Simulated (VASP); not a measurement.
Input of a VASP 6.6.1 run:

File INCAR:

```
SYSTEM = Si4O7
PREC = Accurate ; ENCUT = 520
EDIFF = 1E-6 ; ISMEAR = 0
SIGMA = 0.05 ; LREAL = .FALSE.
LASPH = .TRUE. ; NELM = 100
ALGO = Normal ; ISIF = 2
LWAVE = .FALSE. ; LCHARG = .FALSE.
GGA = PE ; NBANDS = 40
```

KPOINTS

```
Automatic mesh
0
G
  4 4 4
  0 0 0
```

POSCAR

```
Si4O7
1.0
    5.0799801732      0.0000000000      0.0000000000
    0.0000000000      5.0799801732      0.0000000000
    0.0000000000      0.0000000000      7.0914769300
Si O
4 7
Direct
    0.2944292339      0.2944292339      0.0000000000
    0.2055707661      0.7944292339      0.2500000000
    0.7055707661      0.7055707661      0.5000000000
    0.7944292339      0.2055707661      0.7500000000
    0.4053663613      0.7409644515      0.4248320116
    0.7590355485      0.9053663613      0.6748320116
    0.5946336387      0.2590355485      0.9248320116
    0.7409644515      0.4053663613      0.5751679884
    0.9473161225      0.8009853098      0.3063759913
    0.2590355485      0.5946336387      0.0751679884
    0.0946336387      0.2409644515      0.8251679884
```

Potentials or basis: VASP PAW PBE potentials, release 64 (Si, O).

Launch:

```sh
$ cat potpaw_PBE.64/Si/POTCAR potpaw_PBE.64/O/POTCAR > POTCAR
$ mpirun -np 1 vasp_std > vasp.out
```

Q: Estimate the largest force.

A: 19.236 eV/Å.

Q: Estimate the pressure.

A: 4.0 GPa.

Q: Estimate the band gap on the k mesh.

A: 2.40 eV.

Stress tensor (GPa, compression positive):
```
16.65 -2.53 -1.99
-2.53 -3.28  4.53
-1.99  4.53 -1.28
```

Caveat: the cell differs from its parent crystal (atoms taken out, atom 9 moved 0.125 of the way to it and +0.000 Å across, host rigid).
